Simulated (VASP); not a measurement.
Input of a VASP 6.6.1 run:

The input INCAR:

```
SYSTEM = Ta
PREC = Accurate
ENCUT = 520
EDIFF = 1E-6
ISMEAR = -1
SIGMA = 0.15
LREAL = .FALSE.
LASPH = .TRUE.
NELM = 60
ALGO = Normal
ISIF = 2
LWAVE = .FALSE.
LCHARG = .FALSE.
NBANDS = 12
```

Contents of KPOINTS:

```
Automatic mesh
0
G
  16 16 16
  0 0 0
```

File POSCAR:

```
Ta
1.0
   -1.6277989839      1.6277989839      1.6277989839
    1.6277989839     -1.6277989839      1.6277989839
    1.6277989839      1.6277989839     -1.6277989839
Ta
1
Direct
    0.0000000000      0.0000000000      0.0000000000
```

Potentials or basis: VASP PAW LDA potentials, release 64 (Ta_pv).

Run with:

```sh
$ cat potpaw_LDA.64/Ta_pv/POTCAR > POTCAR
$ mpirun -np 1 vasp_std > vasp.out
```

**Question.** What does it give for the pressure?

**Answer.** 0.9 GPa.
